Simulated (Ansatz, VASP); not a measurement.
## TaNb2N3: VASP beside Ansatz

```
CELL_PARAMETERS angstrom
2.75828 1.59249 3.04595
-2.75828 1.59249 3.04595
0.00000 -3.18498 3.04595
ATOMIC_POSITIONS crystal
Ta 0.50000 0.50000 0.50000
Nb 0.75860 0.75860 0.75860
Nb 0.24140 0.24140 0.24140
N 0.00000 0.00000 0.50000
N 0.50000 0.00000 0.00000
N 0.00000 0.50000 0.00000
```

Alike in both runs: task single point; functional PBE; k mesh 6 × 6 × 6; occupations gaussian, width 0.1 eV; no spin polarisation.

|  | VASP | Ansatz |
| --- | --- | --- |
| version | VASP 6.6.1 | Ansatz 0.2.0 |
| potentials or method | VASP PAW PBE potentials, release 64 (Ta_pv, Nb_sv, N), cutoff 520 eV | scalar-relativistic, plane waves, PAW |
| valence electrons in the cell | 52 | 54 |

```csv
,VASP,Ansatz,Ansatz less VASP
gap on the k mesh at the Fermi level (eV),none,none,-
rms of the force components (eV/Å),1.753,1.756,+0.0027
```

Atom by atom the forces differ by 0.003 eV/Å (rms over components). A gap of «none» marks a metal or a gap that the smearing closes. VASP's potentials hold 52 valence electrons a cell and Ansatz's 54, so a difference there can come from the potentials and not from the codes.

Spin-orbit coupling is off throughout.
